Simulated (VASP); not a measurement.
Wanted: the native input for a VASP 6.6.1 run.

```yaml
Task: single point
Functional: r2SCAN
Potentials_or_basis: VASP PAW PBE potentials, release 64 (K_sv, Br)
Cutoff: 520 eV
k_mesh: 6 × 6 × 6
Occupations: fermi-dirac, width 0.02 eV
Spin: no spin polarisation
Dipole_correction: no
Further_INCAR_settings: ALGO = Normal; EDIFF = 1e-06; NBANDS = 15
```

The system is KBr (rock salt type).

```
K Br
1.0
     0.00000    3.35000    3.35000
     3.35000    0.00000    3.35000
     3.35000    3.35000    0.00000
K Br
1 1
Direct
  0.00000 0.00000 0.00000
  0.50000 0.50000 0.50000
```

These files were run (other wordings do the same):

POSCAR

```
KBr
1.0
    0.0000000000      3.3500000000      3.3500000000
    3.3500000000      0.0000000000      3.3500000000
    3.3500000000      3.3500000000      0.0000000000
K Br
1 1
Direct
    0.0000000000      0.0000000000      0.0000000000
    0.5000000000      0.5000000000      0.5000000000
```

INCAR.step1

```
PREC = Accurate ; ENCUT = 520
ISMEAR = -1 ; SIGMA = 0.02
LREAL = False ; LASPH = True
NELM = 60 ; NBANDS = 15
GGA = PE ; ALGO = Normal
EDIFF = 1E-4 ; LWAVE = True
LCHARG = False
```

INCAR.step2

```
PREC = Accurate ; ENCUT = 520
EDIFF = 1E-6 ; ISMEAR = -1
SIGMA = 0.02 ; LREAL = False
LASPH = True ; NELM = 60
ALGO = Normal ; ISIF = 2
LWAVE = False ; LCHARG = False
METAGGA = R2SCAN ; LMIXTAU = True
NBANDS = 15 ; ISTART = 1
```

KPOINTS

```
Automatic mesh
0
Gamma
  6 6 6
```

Potentials or basis: VASP PAW PBE potentials, release 64 (K_sv, Br).

Run with:

```bash
$ cat potpaw_PBE.64/K_sv/POTCAR potpaw_PBE.64/Br/POTCAR > POTCAR
$ cp INCAR.step1 INCAR
$ mpirun -np 1 vasp_std > vasp.out
$ cp INCAR.step2 INCAR
$ mpirun -np 1 vasp_std > vasp.out
```

Results of the run:

The pressure is -0.6 GPa. The band gap on the k mesh is 4.95 eV.

Caveat: the PAW data sets were made with another functional, which shifts forces and pressure a little.

Run time: 34 s on 1 thread of Intel(R) Xeon(R) 6975P-C (Granite Rapids), with other jobs on the host, peak memory 0.22 GiB.
